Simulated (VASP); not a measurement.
# Ag (Fm-3m) in VASP: a series of runs

The runs below take Ag through single point, with PBE, RPBE+D3(BJ).

Program: VASP 6.6.1. These are calculated values, not measurements. Logs are shortened: lines on timing, memory, paths and dates and some standing lists are left out, and cuts for length are marked.

## (1) The cell of the first run

Symmetry: Fm-3m, No. 225, cubic system. The conventional cell has a = 4.085 Å, b = 4.085 Å, c = 4.085 Å, α = 90.00°, β = 90.00°, γ = 90.00°. Within 3.8 Å of Ag (site symmetry m-3m) lie 12 Ag at 2.89 Å.

## (2) Single point, PBE

Contents of INCAR:

```
SYSTEM = Ag
PREC = Accurate ; ENCUT = 520
EDIFF = 1E-6 ; ISMEAR = -1
SIGMA = 0.04 ; LREAL = .False.
LASPH = .True. ; NELM = 80
ALGO = Normal ; ISIF = 2
LWAVE = .False. ; LCHARG = .False.
GGA = PE ; NBANDS = 12
```

Contents of KPOINTS:

```
Automatic mesh
0
Gamma
  7 7 7
  0 0 0
```

Contents of POSCAR:

```
Ag
1.0
    0.0000000000      2.0427500000      2.0427500000
    2.0427500000      0.0000000000      2.0427500000
    2.0427500000      2.0427500000      0.0000000000
Ag
1
Direct
    0.0000000000      0.0000000000      0.0000000000
```

Potentials or basis: VASP PAW PBE potentials, release 64 (Ag).

Command:

```console
$ cat potpaw_PBE.64/Ag/POTCAR > POTCAR
$ mpirun -np 1 vasp_std > vasp.out
```

OUTCAR:

```text
SYSTEM = Ag
   PREC = Accurate
   ENCUT = 520
   EDIFF = 1E-6
   ISMEAR = -1
   LREAL = .False.
   LASPH = .True.
   NELM = 80
   ISIF = 2
   GGA = PE

 ion  position               nearest neighbor table
   1  0.000  0.000  0.000-

  LATTYP: Found a face centered cubic cell.
 ALAT       =     4.0855000000

  Lattice vectors:

 A1 = (   0.0000000000,   2.0427500000,   2.0427500000)
 A2 = (   2.0427500000,   0.0000000000,   2.0427500000)
 A3 = (   2.0427500000,   2.0427500000,   0.0000000000)

Analysis of symmetry for initial positions (statically):
=====================================================================
 Subroutine PRICEL returns:
 Original cell was already a primitive cell.

 Routine SETGRP: Setting up the symmetry group for a
 face centered cubic supercell.

 Subroutine GETGRP returns: Found 48 space group operations
 (whereof 48 operations were pure point group operations)
 out of a pool of 48 trial point group operations.

The static configuration has the point symmetry O_h .

Analysis of symmetry for dynamics (positions and initial velocities):
=====================================================================
 Subroutine PRICEL returns:
 Original cell was already a primitive cell.

 Routine SETGRP: Setting up the symmetry group for a
 face centered cubic supercell.

 Subroutine GETGRP returns: Found 48 space group operations
 (whereof 48 operations were pure point group operations)
 out of a pool of 48 trial point group operations.

The dynamic configuration has the point symmetry O_h .

 Subroutine INISYM returns: Found 48 space group operations
 (whereof 48 operations are pure point group operations),
 and found     1 'primitive' translations

----------------------------------------------------------------------------------------

                                     Primitive cell

  volume of cell :      17.0481

  direct lattice vectors                    reciprocal lattice vectors
     0.000000000  2.042750000  2.042750000    -0.244768082  0.244768082  0.244768082
     2.042750000  0.000000000  2.042750000     0.244768082 -0.244768082  0.244768082
     2.042750000  2.042750000  0.000000000     0.244768082  0.244768082 -0.244768082

  length of vectors
     2.888884755  2.888884755  2.888884755     0.423950755  0.423950755  0.423950755

  position of ions in fractional coordinates (direct lattice)
     0.000000000  0.000000000  0.000000000

  ion indices of the primitive-cell ions
   primitive index   ion index
                 1           1

----------------------------------------------------------------------------------------

 KPOINTS: Automatic mesh

Automatic generation of k-mesh.
 Grid dimensions read from file:
 generate k-points for:    7    7    7

 Generating k-lattice:

  Cartesian coordinates                     Fractional coordinates (reciprocal lattice)
    -0.034966869  0.034966869  0.034966869     0.142857143  0.000000000  0.000000000
     0.034966869 -0.034966869  0.034966869     0.000000000  0.142857143  0.000000000
     0.034966869  0.034966869 -0.034966869     0.000000000  0.000000000  0.142857143

  Length of vectors
     0.060564394  0.060564394  0.060564394

  Shift w.r.t. Gamma in fractional coordinates (k-lattice)
     0.000000000  0.000000000  0.000000000

 Subroutine IBZKPT returns following result:
 ===========================================

 Found     20 irreducible k-points:

 Following reciprocal coordinates:
            Coordinates               Weight
  0.000000  0.000000  0.000000      1.000000
  0.142857  0.000000  0.000000      8.000000
  0.285714  0.000000  0.000000      8.000000
  0.428571  0.000000  0.000000      8.000000
  0.142857  0.142857  0.000000      6.000000
  0.285714  0.142857  0.000000     24.000000
[... 12 lines left out ...]
 -0.428571  0.428571  0.142857     24.000000
 -0.285714  0.428571  0.142857     24.000000
   k-points           NKPTS =     20   k-points in BZ     NKDIM =     20   number of bands    NBANDS=     12
   number of dos      NEDOS =    301   number of ions     NIONS =      1
   total plane-waves  NPLWV =  13824
   dimension x,y,z NGX =    24 NGY =   24 NGZ =   24
   dimension x,y,z NGXF=    48 NGYF=   48 NGZF=   48
   ions per type =               1
   NGX,Y,Z   is equivalent  to a cutoff of  13.81, 13.81, 13.81 a.u.
   NGXF,Y,Z  is equivalent  to a cutoff of  27.62, 27.62, 27.62 a.u.
 SYSTEM =  Ag
   PREC   = accura    normal or accurate (medium, high low for compatibility)
   ISTART =      0    job   : 0-new  1-cont  2-samecut
   ICHARG =      2    charge: 1-file 2-atom 10-const
   ISPIN  =      1    spin polarized calculation?
   LNONCOLLINEAR =      F non collinear calculations
   LSORBIT =      F    spin-orbit coupling
   LASPH  =      T    aspherical Exc in radial PAW
   ENCUT  =  520.0 eV  38.22 Ry    6.18 a.u.   5.37  5.37  5.37*2*pi/ulx,y,z
   NELM   =     80;   NELMIN=  2; NELMDL= -5     # of ELM steps
   EDIFF  = 0.1E-05   stopping-criterion for ELM
   LREAL  =      F    real-space projection
   EDIFFG = 0.1E-04   stopping-criterion for IOM
   NSW    =      0    number of steps for IOM
   IBRION =     -1    ionic relax: 0-MD 1-quasi-New 2-CG
   NFREE  =      0    steps in history (QN), initial steepest desc. (CG)
   ISIF   =      2    stress and relaxation
   ISYM   =      2    0-nonsym 1-usesym 2-fastsym
   POTIM  = 0.5000    time-step for ionic-motion
   TEBEG  =    0.0;   TEEND  =   0.0 temperature during run
   PSTRESS=    0.0 pullay stress
   NELECT =      11.0000    total number of electrons
   NUPDOWN=      -1.0000    fix difference up-down
   EMIN   =  10.00;   EMAX   =-10.00  energy-range for DOS
   EFERMI =   0.00;   METHOD = LEGACY
   ISMEAR =    -1;   SIGMA  =   0.04  broadening in eV -4-tet -1-fermi 0-gaus
   EFERMI_NEDOS =   21; number of points for ismear=-14 and -15
   IALGO  =     38    algorithm
   IMIX   =      4    mixing-type and parameters
     AMIX     =   0.40;   BMIX     =  1.00
     AMIX_MAG =   1.60;   BMIX_MAG =  1.00
  volume/ion in A,a.u.               =      17.05       115.05
  Fermi-wavevector in a.u.,A,eV,Ry     =   1.414644  2.673290 27.228221  2.001218
  Thomas-Fermi vector in A             =   2.536165
   LORBIT       =      0    0 simple, 1 ext, 2 COOP (PROOUT), +10 PAW based schemes
   GGA     = PE    functional components
   LHFCALC =     F    Hartree Fock is set to
   AEXX    =    0.0000 exact exchange contribution
   IVDW    =     0    specifies the selected vdW correction
   LEPSILON=     F    determine dielectric tensor
   LRPA    =     F    only Hartree local field effects (RPA)
 non-spin polarized calculation
  energy-cutoff  :      520.00
  volume of cell :       17.05
 maximum number of plane-waves:       471
 NGX is ok and might be reduce to    24
   NGX = 11   NGY = 11   NGZ = 11

 number of electron      10.9999999 magnetization

 Free energy of the ion-electron system (eV)
  ---------------------------------------------------
  ext. energy  EPLUGINS =         0.00000000
  ---------------------------------------------------
  free energy    TOTEN  =        -2.75812109 eV

  energy without entropy =       -2.75716973  energy(sigma->0) =       -2.75764541

 E-fermi :   8.8356     XC(G=0): -12.2095

 val. band max:        7.7871854004   @ k =   0.4286   0.2857   0.0000
 cond. band min:       8.8491053950   @ k =   0.4286   0.4286   0.0000
 fundamental gap:      1.0619199947
 Fermi energy:         8.8356379620

 k-point     1 :       0.0000    0.0000    0.0000
  band No.  band energies     occupation
      1       0.6642      2.00000
      2       3.6264      2.00000
      3       3.6264      2.00000
      4       3.6264      2.00000
      5       4.6595      2.00000
      6       4.6595      2.00000
      7      24.4577      0.00000
      8      28.0367      0.00000
      9      28.0367      0.00000
     10      28.0367      0.00000
     11      32.8472      0.00000
     12      33.9854      0.00000

 k-point     2 :       0.1429    0.0000    0.0000
  band No.  band energies     occupation
      1       1.2681      2.00000
      2       3.5266      2.00000
      3       3.7706      2.00000
      4       3.7706      2.00000
      5       4.6244      2.00000
      6       4.6244      2.00000
      7      23.5143      0.00000
      8      25.4344      0.00000
      9      28.2332      0.00000
     10      28.2332      0.00000
     11      31.6400      0.00000
     12      33.0964      0.00000

 k-point     3 :       0.2857    0.0000    0.0000
  band No.  band energies     occupation
      1       2.1415      2.00000
      2       3.7954      2.00000
      3       3.7954      2.00000
      4       4.2988      2.00000
      5       4.9030      2.00000
      6       4.9030      2.00000
      7      18.1982      0.00000
      8      24.7954      0.00000
      9      27.8303      0.00000
     10      27.8303      0.00000
     11      31.4804      0.00000
     12      31.4804      0.00000
[... 226 lines left out ...]
 k-point    19 :      -0.4286    0.4286    0.1429
  band No.  band energies     occupation
      1       2.4866      2.00000
      2       2.5859      2.00000
      3       4.3222      2.00000
      4       5.0640      2.00000
      5       5.5246      2.00000
      6      10.4805      0.00000
      7      16.8070      0.00000
      8      17.3383      0.00000
      9      17.8781      0.00000
     10      27.9449      0.00000
     11      29.2689      0.00000
     12      34.8391      0.00000

 k-point    20 :      -0.2857    0.4286    0.1429
  band No.  band energies     occupation
      1       2.7273      2.00000
      2       3.0967      2.00000
      3       3.6970      2.00000
      4       4.6897      2.00000
      5       5.5181      2.00000
      6      13.2218      0.00000
      7      13.8711      0.00000
      8      15.7933      0.00000
      9      18.7926      0.00000
     10      28.4869      0.00000
     11      32.5729      0.00000
     12      34.0074      0.00000

------------------------ aborting loop because EDIFF is reached ----------------------------------------

  FORCE on cell =-STRESS in cart. coord.  units (eV):
  Direction    XX          YY          ZZ          XY          YZ          ZX
  --------------------------------------------------------------------------------------
  -------------------------------------------------------------------------------------
  Total        0.4420550      0.4420550      0.4420550      0.0000000      0.0000000     -0.0000000
  in kB       41.5442806     41.5442806     41.5442806      0.0000000      0.0000000     -0.0000000
  external PRESSURE =      41.5442806 kB  Pullay stress =       0.0000000 kB

 VOLUME and BASIS-vectors are now :
 -----------------------------------------------------------------------------
  energy-cutoff  :      520.00
  volume of cell :       17.05
      direct lattice vectors                 reciprocal lattice vectors
     0.000000000  2.042750000  2.042750000    -0.244768082  0.244768082  0.244768082
     2.042750000  0.000000000  2.042750000     0.244768082 -0.244768082  0.244768082
     2.042750000  2.042750000  0.000000000     0.244768082  0.244768082 -0.244768082

 POSITION                                       TOTAL-FORCE (eV/Angst)
 -----------------------------------------------------------------------------------
      0.00000      0.00000      0.00000         0.000000     -0.000000     -0.000000
 -----------------------------------------------------------------------------------
    total drift:                               -0.000000      0.000000     -0.000000

  FREE ENERGIE OF THE ION-ELECTRON SYSTEM (eV)
  ---------------------------------------------------
  free  energy   TOTEN  =        -2.7581210879 eV

  energy  without entropy=       -2.7571697291  energy(sigma->0) =       -2.75764541
```

Run time: 2.2 s. Hardware: 1 thread of Intel Xeon 6975P-C (Granite Rapids), shared host; peak memory 0.14 GiB.

Results:

```
Free energy : -2.7581 eV
Pressure    : 4.2 GPa
```

Levels at points of the mesh, in eV from the Fermi level:
| k point | band 4 | band 5 | band 6 | band 7 | band 8 | band 9 |
| --- | --- | --- | --- | --- | --- | --- |
| (0.00, 0.00, 0.00) | -5.21 | -4.18 | -4.18 | 15.62 | 19.20 | 19.20 |

Caveat: the k points lie up to 0.38 Å⁻¹ apart.

[end of part 1 of 2]
